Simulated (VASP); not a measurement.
Runs of VASP 6.6.1 on Si7N8O2. The cell holds an amorphous packing of atoms, 17 atoms: a = 5.840 Å, b = 6.038 Å, c = 5.822 Å, α = 88.10°, β = 87.88°, γ = 88.77°. 

```csv
smearing,gap on the mesh (eV),pressure (GPa),largest force (eV/Å)
fermi-dirac 0.1379 eV,0.59,1.4,(b)
fermi-dirac 0.3447 eV,0.60,-2.0,7.34
fermi-dirac 0.05 eV,(c),-3.3,(a)
fermi-dirac 0.2482 eV,0.48,2.6,5.67
```

Alike in all rows: task single point; level PBE; potentials or basis VASP PAW PBE potentials, release 64 (Si, N, O); no spin polarisation; cell as given; k mesh 1 × 1 × 1, shifted; cutoff (eV) 520.

**Question.** Fill in the values left out.

**Answer.** (a) 3.03; (b) 6.15; (c) 1.12.

Caveats: all runs use coarse meshes; the standard files for N, O and F lose accuracy on very short bonds.

A k mesh can miss the band edges.
